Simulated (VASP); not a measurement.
Input of a VASP 6.6.1 run:

INCAR

```
SYSTEM = Ti
PREC     = Accurate       ! precision mode
ENCUT    = 520            ! plane-wave cutoff, eV
EDIFF    = 1E-6           ! SCF threshold, eV
ISMEAR   = 0              ! smearing method
SIGMA    = 0.15           ! smearing width, eV
LREAL    = .False.        ! projectors in reciprocal space
LASPH    = .True.         ! aspherical terms in the spheres
NELM     = 80             ! most SCF steps
ALGO     = Fast           ! electronic algorithm
ISIF     = 2              ! what is computed and relaxed
LWAVE    = .False.        ! write WAVECAR
LCHARG   = .False.        ! write CHGCAR
GGA      = PS             ! functional
NBANDS   = 19             ! bands
```

Contents of KPOINTS:

```
regular mesh
0
Gamma
  18 18 10
  0 0 0
```

The input POSCAR:

```
Ti
1.0
   -1.6410000000      1.6410000000      1.6410000000
    1.6410000000     -1.6410000000      1.6410000000
    3.2820000000      3.2820000000      0.0000000000
Ti
2
Direct
    0.0000000000      0.0000000000      0.0161587473
    0.5000000000      0.5000000000      0.4838412527
```

Potentials or basis: VASP PAW PBE potentials, release 64 (Ti_sv).

Launch:

```sh
$ cat potpaw_PBE.64/Ti_sv/POTCAR > POTCAR
$ mpirun -np 1 vasp_std > vasp.out
```

What does it give for the band gap on the k mesh?

Zero (bands 12 and 13 overlap by 1.18 eV).

Predict the largest force.

0.224 eV/Å.

Forces on the atoms (eV/Å):
```
Ti  -0.158 -0.158  0.000
Ti   0.158  0.158  0.000
```

Caveat: the cell differs from its parent crystal (atoms displaced along a vibrational mode); the cell stands under tension; the PAW data sets were made with another functional, which shifts forces and pressure a little.
